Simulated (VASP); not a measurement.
# Rh (Fm-3m) in VASP: notebook, part 2 of 2

VASP 6.6.1. Earlier steps stand in the parts before.

## 3. Single point, PBE

Input file INCAR:

```
PREC     = Accurate       # precision mode
ENCUT    = 520            # plane-wave cutoff, eV
EDIFF    = 1E-7           # SCF threshold, eV
ISMEAR   = -1             # smearing method
SIGMA    = 0.05           # smearing width, eV
LREAL    = False          # projectors in reciprocal space
LASPH    = True           # aspherical terms in the spheres
NELM     = 80             # most SCF steps
ALGO     = Normal         # electronic algorithm
ISIF     = 2              # what is computed and relaxed
LWAVE    = False          # write WAVECAR
LCHARG   = False          # write CHGCAR
GGA      = PE             # functional
NBANDS   = 14             # bands
```

Input file KPOINTS:

```
regular mesh
0
Gamma
  18 18 18
```

Input file POSCAR:

```
Rh
1.0
    0.0000000000      1.9149657824      1.9149657824
    1.9149657824      0.0000000000      1.9149657824
    1.9149657824      1.9149657824      0.0000000000
Rh
1
Direct
    0.0000000000      0.0000000000      0.0000000000
```

Potentials or basis: VASP PAW PBE potentials, release 64 (Rh_pv).

Started as:

```bash
$ cat potpaw_PBE.64/Rh_pv/POTCAR > POTCAR
$ mpirun -np 1 vasp_std > vasp.out
```

OUTCAR:

```text
PREC = Accurate
   ENCUT = 520
   EDIFF = 1E-7
   ISMEAR = -1
   LREAL = False
   LASPH = True
   NELM = 80
   ISIF = 2
   GGA = PE

 ion  position               nearest neighbor table
   1  0.000  0.000  0.000-

  LATTYP: Found a face centered cubic cell.
 ALAT       =     3.8299315648

  Lattice vectors:

 A1 = (   0.0000000000,   1.9149657824,   1.9149657824)
 A2 = (   1.9149657824,   0.0000000000,   1.9149657824)
 A3 = (   1.9149657824,   1.9149657824,   0.0000000000)

Analysis of symmetry for initial positions (statically):
=====================================================================
 Subroutine PRICEL returns:
 Original cell was already a primitive cell.

 Routine SETGRP: Setting up the symmetry group for a
 face centered cubic supercell.

 Subroutine GETGRP returns: Found 48 space group operations
 (whereof 48 operations were pure point group operations)
 out of a pool of 48 trial point group operations.

The static configuration has the point symmetry O_h .

Analysis of symmetry for dynamics (positions and initial velocities):
[... 167 lines left out ...]
      3     -34.8314      2.00000
      4       3.7145      2.00000
      5       8.5365      2.00000
      6       8.5365      2.00000
      7       8.5365      2.00000
      8      10.5520      2.00000
      9      10.5520      2.00000
     10      27.5263      0.00000
     11      32.1007      0.00000
     12      32.8661      0.00000
     13      32.8661      0.00000
     14      32.8661      0.00000
[... 377 lines left out ...]
      1     -35.1592      2.00000
      2     -34.8985      2.00000
      3     -34.8690      2.00000
      4       5.5237      2.00000
      5       8.2030      2.00000
      6       8.9160      2.00000
      7       8.9670      2.00000
      8      10.3702      2.00000
      9      11.0273      1.99989
     10      26.8255      0.00000
     11      29.1366      0.00000
     12      32.0999      0.00000
     13      34.1718      0.00000
     14      36.0369      0.00000

 [... further k-points ...]

------------------------ aborting loop because EDIFF is reached ----------------------------------------

  FORCE on cell =-STRESS in cart. coord.  units (eV):
  Direction    XX          YY          ZZ          XY          YZ          ZX
  --------------------------------------------------------------------------------------
  -------------------------------------------------------------------------------------
  Total        0.0074755      0.0074755      0.0074755      0.0000000      0.0000000      0.0000000
  in kB        0.8527826      0.8527826      0.8527826      0.0000000      0.0000000      0.0000000
  external PRESSURE =       0.8527826 kB  Pullay stress =       0.0000000 kB

 VOLUME and BASIS-vectors are now :
 -----------------------------------------------------------------------------
  energy-cutoff  :      520.00
  volume of cell :       14.04
      direct lattice vectors                 reciprocal lattice vectors
     0.000000000  1.914965782  1.914965782    -0.261101271  0.261101271  0.261101271
     1.914965782  0.000000000  1.914965782     0.261101271 -0.261101271  0.261101271
     1.914965782  1.914965782  0.000000000     0.261101271  0.261101271 -0.261101271

 POSITION                                       TOTAL-FORCE (eV/Angst)
 -----------------------------------------------------------------------------------
      0.00000      0.00000      0.00000         0.000000      0.000000      0.000000
 -----------------------------------------------------------------------------------
    total drift:                                0.000000     -0.000000      0.000000

  FREE ENERGIE OF THE ION-ELECTRON SYSTEM (eV)
  ---------------------------------------------------
  free  energy   TOTEN  =        -7.2639441449 eV

  energy  without entropy=       -7.2524424431  energy(sigma->0) =       -7.25819329
```

stdout:

```text
POSCAR found type information on POSCAR Rh
 POSCAR found :  1 types and       1 ions
 scaLAPACK will be used
 LDA part: xc-table for (Slater+PW92), standard interpolation
 POSCAR, INCAR and KPOINTS ok, starting setup
 FFT: planning ... GRIDC
 FFT: planning ... GRID_SOFT
 FFT: planning ... GRID
 WAVECAR not read
 entering main loop
```

It took 33 s on 1 thread of Intel Xeon 8259CL, shared host; peak memory 0.15 GiB.

Results:

| Item | Value |
| --- | --- |
| Free energy | -7.2639 eV |
| Pressure | 0.1 GPa |
| Band gap on the k mesh | zero (an odd number of electrons rules out a gap without spin polarisation) |

## 4. Relaxation of cell and atoms, PBE

Input file INCAR:

```
  PREC = Accurate
  ENCUT = 600
  EDIFF = 1E-7
  ISMEAR = -1
  SIGMA = 0.05
  LREAL = F
  LASPH = T
  NELM = 60
  ALGO = Normal
  ISIF = 3
  LWAVE = F
  LCHARG = F
  GGA = PE
  IBRION = 2
  NSW = 60
  EDIFFG = -0.005
```

KPOINTS is that of step 3.

Input file POSCAR:

```
Rh
1.0
    0.0000000000      1.9152057761      1.9152057761
    1.9152057761      0.0000000000      1.9152057761
    1.9152057761      1.9152057761      0.0000000000
Rh
1
Direct
    0.0000000000      0.0000000000      0.0000000000
```

Started as:

```bash
$ cat potpaw_PBE.64/Rh_pv/POTCAR > POTCAR
$ mpirun -np 1 vasp_std > vasp.out
```

Run time: 78 s. Hardware: 1 thread of Intel Xeon 8259CL, shared host; peak memory 0.17 GiB.

The run converged. Its results:

| Property | Result |
| --- | --- |
| Free energy | -7.2641 eV |
| Relaxed volume | 14.04 Å³/atom |
| Relaxed cell | a = 2.708 Å, b = 2.708 Å, c = 2.708 Å, α = 60.00°, β = 60.00°, γ = 60.00° |
| Space group after relaxing (to 0.1 Å) | Fm-3m (No. 225) |
| Energy gained by relaxing | 0.0 meV/atom |
| Ionic steps | 3 |
| Pressure after relaxing | 0.0 GPa |
| Band gap on the k mesh | zero (an odd number of electrons rules out a gap without spin polarisation) |

Final structure:
```
Rh
1.0
     0.00000    1.91480    1.91480
     1.91480    0.00000    1.91480
     1.91480    1.91480    0.00000
Rh
1
Direct
  0.00000 0.00000 0.00000
```

Levels at points of the mesh, in eV from the Fermi level:
| k point | band 3 | band 4 | band 5 | band 6 | band 7 | band 8 | band 9 | band 10 | band 11 |
| --- | --- | --- | --- | --- | --- | --- | --- | --- | --- |
| (0.00, 0.00, 0.00) | -46.35 | -7.80 | -2.98 | -2.98 | -2.98 | -0.97 | -0.97 | 16.01 | 20.58 |
| (0.50, 0.00, 0.00) | -46.44 | -5.95 | -3.06 | -3.06 | 0.54 | 0.54 | 0.76 | 8.43 | 15.51 |
| (0.50, 0.50, 0.00) | -46.60 | -6.12 | -5.76 | 0.51 | 0.94 | 0.94 | 3.24 | 12.01 | 13.20 |

## 5. Relaxation of cell and atoms, PBE

Input file INCAR:

```
SYSTEM = Rh
PREC     = Accurate       ! precision mode
ENCUT    = 600            ! plane-wave cutoff, eV
EDIFF    = 1E-6           ! SCF threshold, eV
ISMEAR   = -1             ! smearing method
SIGMA    = 0.05           ! smearing width, eV
LREAL    = .False.        ! projectors in reciprocal space
LASPH    = .True.         ! aspherical terms in the spheres
NELM     = 60             ! most SCF steps
ALGO     = Normal         ! electronic algorithm
ISIF     = 3              ! what is computed and relaxed
LWAVE    = .False.        ! write WAVECAR
LCHARG   = .False.        ! write CHGCAR
GGA      = PE             ! functional
IBRION   = 2              ! ionic algorithm
NSW      = 45             ! ionic steps
EDIFFG   = -0.005         ! ionic threshold
```

Input file KPOINTS:

```
regular mesh
0
Gamma
  18 18 18
  0 0 0
```

Input file POSCAR:

```
Rh
1.0
    0.0000000000      1.9149657824      1.9149657824
    1.9149657824      0.0000000000      1.9149657824
    1.9149657824      1.9149657824      0.0000000000
Rh
1
Direct
    0.0000000000      0.0000000000      0.0000000000
```

Started as:

```bash
$ cat potpaw_PBE.64/Rh_pv/POTCAR > POTCAR
$ mpirun -np 1 vasp_std > vasp.out
```

Run time: 37 s. Hardware: 1 thread of Intel Xeon 8259CL, shared host; peak memory 0.17 GiB.

It converged, with:

| Item | Value |
| --- | --- |
| Free energy | -7.2641 eV |
| Pressure after relaxing | -0.1 GPa |
| Band gap on the k mesh | zero (an odd number of electrons rules out a gap without spin polarisation) |

Final structure:
```cif
data_structure
_symmetry_space_group_name_H-M 'P 1'
_symmetry_Int_Tables_number 1
_cell_length_a 2.7082
_cell_length_b 2.7082
_cell_length_c 2.7082
_cell_angle_alpha 60.000
_cell_angle_beta 60.000
_cell_angle_gamma 60.000
_cell_volume 14.04
loop_
_atom_site_label
_atom_site_type_symbol
_atom_site_fract_x
_atom_site_fract_y
_atom_site_fract_z
_atom_site_occupancy
Rh1 Rh 0.00000 0.00000 0.00000 1
```

Levels at points of the mesh, in eV from the Fermi level:
| k point | band 4 | band 5 | band 6 | band 7 | band 8 | band 9 | band 10 | band 11 |
| --- | --- | --- | --- | --- | --- | --- | --- | --- |
| (0.00, 0.00, 0.00) | -7.80 | -2.98 | -2.98 | -2.98 | -0.97 | -0.97 | 16.01 | 20.59 |
| (0.50, 0.00, 0.00) | -5.94 | -3.05 | -3.05 | 0.54 | 0.54 | 0.76 | 8.42 | 15.51 |
| (0.50, 0.50, 0.00) | -6.12 | -5.76 | 0.51 | 0.94 | 0.94 | 3.24 | 12.00 | 13.20 |

Caveat: the relaxation stopped at its first step, so nothing moved.

## 6. Summary

| task | cell | cutoff (eV) | gap on the mesh (eV) | pressure (GPa) |
| --- | --- | --- | --- | --- |
| single point | as given | 520 | none | 0.1 |
| relaxation of cell and atoms | relaxed | 600 | none | 0.0 |
| relaxation of cell and atoms | relaxed | 600 | none | -0.1 |

Alike in all rows: level PBE; potentials or basis VASP PAW PBE potentials, release 64 (Rh_pv); no spin polarisation; k mesh 18 × 18 × 18; smearing fermi-dirac 0.05 eV.

Caveats: the relaxation stopped at its first step, so nothing moved (at least some runs).

Total energies depend on the potentials used, so only differences within one code and one set of settings carry meaning.
